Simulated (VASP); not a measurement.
A run of VASP 6.6.1 is set up as follows.

INCAR

```
  ALGO = Normal
  EDIFF = 1E-7
  ENCUT = 520
  GGA = PE
  ISIF = 2
  ISMEAR = -1
  LASPH = T
  LCHARG = F
  LDAU = T
  LDAUJ = 0 0 0
  LDAUL = -1 2 -1
  LDAUPRINT = 1
  LDAUTYPE = 2
  LDAUU = 0 8 0
  LMAXMIX = 4
  LREAL = F
  LWAVE = F
  NBANDS = 28
  NELM = 150
  PREC = Accurate
  SIGMA = 0.05
```

File KPOINTS:

```
k-points
0
Gamma
  7 7 7
```

The input POSCAR:

```
BaTiO3
1.0
    2.8579670567      1.6500480495      2.3335377352
   -2.8579670567      1.6500480495      2.3335377352
    0.0000000000     -3.3000960990      2.3335377352
Ba Ti O
1 1 3
Direct
    0.0038369498      0.0038369498      0.0038369498
    0.5038340307      0.5038340307      0.5038340307
    0.5038420166      0.0038449862      0.5038420166
    0.0038449862      0.5038420166      0.5038420166
    0.5038420166      0.5038420166      0.0038449862
```

Potentials or basis: VASP PAW PBE potentials, release 64 (Ba_sv, Ti_sv, O).

Launch:

```console
$ cat potpaw_PBE.64/Ba_sv/POTCAR potpaw_PBE.64/Ti_sv/POTCAR potpaw_PBE.64/O/POTCAR > POTCAR
$ mpirun -np 1 vasp_std > vasp.out
```

Question: Estimate the pressure.

Answer: 4.8 GPa.

Question: Predict the band gap on the k mesh.

Answer: 2.75 eV (least direct gap 2.94 eV).

Eigenvalues of the final occupation matrices:
```csv
site,spin,trace,eigenvalues
site 2 d,1,0.70,0.08 0.08 0.08 0.22 0.22
site 2 d,2,0.70,0.08 0.08 0.08 0.22 0.22
```

Caveat: the cell stands under pressure; spin-orbit coupling is left out, which moves the levels of the heavy elements; an odd mesh through Γ misses points on the zone boundary, where band edges can lie.
